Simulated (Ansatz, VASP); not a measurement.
## One calculation of TiB2, two programs

File INCAR:

```
  PREC = Accurate
  ENCUT = 520
  EDIFF = 1E-6
  ISMEAR = 1
  SIGMA = 0.1
  LREAL = Auto
  LASPH = True
  NELM = 60
  ALGO = Normal
  ISIF = 2
  LWAVE = False
  LCHARG = False
  GGA = PE
  NBANDS = 132
```

File KPOINTS:

```
regular mesh
0
Gamma
  2 2 2
```

The input POSCAR:

```
TiB2
1.0
    6.0635047162      0.0000000578      0.0000000000
   -4.5476286123      7.8767236369      0.0000000000
    0.0000000000      0.0000000000      6.4483601606
Ti B
12 24
Direct
    0.0000000000      0.0000000000      0.0000000000
    0.0000000000      0.0000000000      0.5000000000
    0.0000000000      0.3333333333      0.0000000000
    0.0000000000      0.3333333333      0.5000000000
    0.0000000000      0.6666666667      0.0000000000
    0.0000000000      0.6666666667      0.5000000000
    0.5000000000      0.0000000000      0.0000000000
    0.5000000000      0.0000000000      0.5000000000
    0.5000000000      0.3333333333      0.0000000000
    0.5000000000      0.3333333333      0.5000000000
    0.5000000000      0.6666666667      0.0000000000
    0.5000000000      0.6666666667      0.5000000000
    0.1666666666      0.2222222222      0.2500000000
    0.3333333334      0.1111111111      0.2500000000
    0.1666666666      0.2222222222      0.7500000000
    0.3333333334      0.1111111111      0.7500000000
    0.1666666666      0.5555555556      0.2500000000
    0.3333333334      0.4444444444      0.2500000000
    0.1666666666      0.5555555556      0.7500000000
    0.3333333334      0.4444444444      0.7500000000
    0.1666666666      0.8888888889      0.2500000000
    0.3333333334      0.7777777778      0.2500000000
    0.1666666666      0.8888888889      0.7500000000
    0.3333333334      0.7777777778      0.7500000000
    0.6666666666      0.2222222222      0.2500000000
    0.8333333333      0.1111111111      0.2500000000
    0.6666666666      0.2222222222      0.7500000000
    0.8333333333      0.1111111111      0.7500000000
    0.6666666666      0.5555555556      0.2500000000
    0.8333333333      0.4444444444      0.2500000000
    0.6666666666      0.5555555556      0.7500000000
    0.8333333333      0.4444444444      0.7500000000
    0.6666666666      0.8888888889      0.2500000000
    0.8333333333      0.7777777778      0.2500000000
    0.6666666666      0.8888888889      0.7500000000
    0.8333333333      0.7777777778      0.7500000000
```

Input for Ansatz:

```yaml
crystal:
  lattice:
    - [6.0635047162, 5.78e-08, 0.0]
    - [-4.5476286123, 7.8767236369, 0.0]
    - [0.0, 0.0, 6.4483601606]
  atoms:
    - { symbol: Ti, position: [0.0, 0.0, 0.0] }
    - { symbol: B, position: [0.1666666666, 0.2222222222, 0.25] }
    - { symbol: B, position: [0.3333333334, 0.1111111111, 0.25] }
    - { symbol: Ti, position: [0.0, 0.0, 0.5] }
    - { symbol: B, position: [0.1666666666, 0.2222222222, 0.75] }
    - { symbol: B, position: [0.3333333334, 0.1111111111, 0.75] }
    - { symbol: Ti, position: [0.0, 0.3333333333, 0.0] }
    - { symbol: B, position: [0.1666666666, 0.5555555556, 0.25] }
    - { symbol: B, position: [0.3333333334, 0.4444444444, 0.25] }
    - { symbol: Ti, position: [0.0, 0.3333333333, 0.5] }
    - { symbol: B, position: [0.1666666666, 0.5555555556, 0.75] }
    - { symbol: B, position: [0.3333333334, 0.4444444444, 0.75] }
    - { symbol: Ti, position: [0.0, 0.6666666667, 0.0] }
    - { symbol: B, position: [0.1666666666, 0.8888888889, 0.25] }
    - { symbol: B, position: [0.3333333334, 0.7777777778, 0.25] }
    - { symbol: Ti, position: [0.0, 0.6666666667, 0.5] }
    - { symbol: B, position: [0.1666666666, 0.8888888889, 0.75] }
    - { symbol: B, position: [0.3333333334, 0.7777777778, 0.75] }
    - { symbol: Ti, position: [0.5, 0.0, 0.0] }
    - { symbol: B, position: [0.6666666666, 0.2222222222, 0.25] }
    - { symbol: B, position: [0.8333333333, 0.1111111111, 0.25] }
    - { symbol: Ti, position: [0.5, 0.0, 0.5] }
    - { symbol: B, position: [0.6666666666, 0.2222222222, 0.75] }
    - { symbol: B, position: [0.8333333333, 0.1111111111, 0.75] }
    - { symbol: Ti, position: [0.5, 0.3333333333, 0.0] }
    - { symbol: B, position: [0.6666666666, 0.5555555556, 0.25] }
    - { symbol: B, position: [0.8333333333, 0.4444444444, 0.25] }
    - { symbol: Ti, position: [0.5, 0.3333333333, 0.5] }
    - { symbol: B, position: [0.6666666666, 0.5555555556, 0.75] }
    - { symbol: B, position: [0.8333333333, 0.4444444444, 0.75] }
    - { symbol: Ti, position: [0.5, 0.6666666667, 0.0] }
    - { symbol: B, position: [0.6666666666, 0.8888888889, 0.25] }
    - { symbol: B, position: [0.8333333333, 0.7777777778, 0.25] }
    - { symbol: Ti, position: [0.5, 0.6666666667, 0.5] }
    - { symbol: B, position: [0.6666666666, 0.8888888889, 0.75] }
    - { symbol: B, position: [0.8333333333, 0.7777777778, 0.75] }
basis:
  ecutwfc: 420
  xc_grid: 2
hamiltonian:
  xc: pbe
  pseudopotentials: { kind: paw, azcp: { folder: soft_1 } }
kpoints:
  mp_grid: { grid: [2, 2, 2] }
scf:
  occupations: { method: methfessel_paxton, width: 0.1 }
  max_iter: 120
output:
  forces: true
  stress: true
```

Alike in both runs: task single point; functional PBE; k mesh 2 × 2 × 2; occupations methfessel-paxton of order 1, width 0.1 eV; no spin polarisation.

|  | VASP | Ansatz |
| --- | --- | --- |
| version | VASP 6.6.1 | Ansatz 0.2.0 |
| potentials or method | VASP PAW PBE potentials, release 64 (Ti_sv, B), cutoff 520 eV | plane-wave PAW DFT |
| valence electrons in the cell | 216 | 216 |

Ansatz gave:

| Item | Value |
| --- | --- |
| pressure (GPa) | 0.2 |
| rms of the force components (eV/Å) | 0.028 |

Task: Estimate VASP's values.

Result: Pressure (GPa): 0.3; rms of the force components (eV/Å): 0.028.

The k mesh is coarse, so the values compare programs but aren't converged.
